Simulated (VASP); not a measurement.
Runs of VASP 6.6.1 on TaN. Symmetry: P6/mmm, No. 191, hexagonal system. The conventional cell has a = 5.191 Å, b = 5.191 Å, c = 2.908 Å, α = 90.00°, β = 90.00°, γ = 120.00°. Within 3.4 Å of Ta (site symmetry 6/mmm) lie 6 N at 2.60 Å and 14 Ta at 2.91 to 3.33 Å. Within 3.0 Å of Ta (site symmetry -6m2) lie 6 N at 2.09 Å and 5 Ta at 2.91 to 3.00 Å. Within 3.0 Å of N (site symmetry mmm) lie 6 Ta at 2.09 to 2.60 Å and 6 N at 2.60 to 2.91 Å. 

```tsv
level	cutoff (eV)	gap on the mesh (eV)	pressure (GPa)
revPBE	600	none	14.1
PBE	600	none	10.8
BLYP	600	none	(a)
r2SCAN	660	none	7.1
```

Alike in all rows: task single point; potentials or basis VASP PAW PBE potentials, release 64 (Ta_pv, N); no spin polarisation; cell as given; k mesh 4 × 4 × 6; smearing fermi-dirac 0.1 eV.

Question: Fill in the values left out.

Answer: (a) 22.4.

Caveats: all runs use coarse meshes; spin-orbit coupling is left out, which moves the levels of the heavy elements; the PAW data sets were made with another functional, which shifts forces and pressure a little (at least some runs).

A k mesh can miss the band edges, and the runs leave out spin-orbit coupling on Ta.

A gap of «none» marks levels without a gap at the run's occupations.
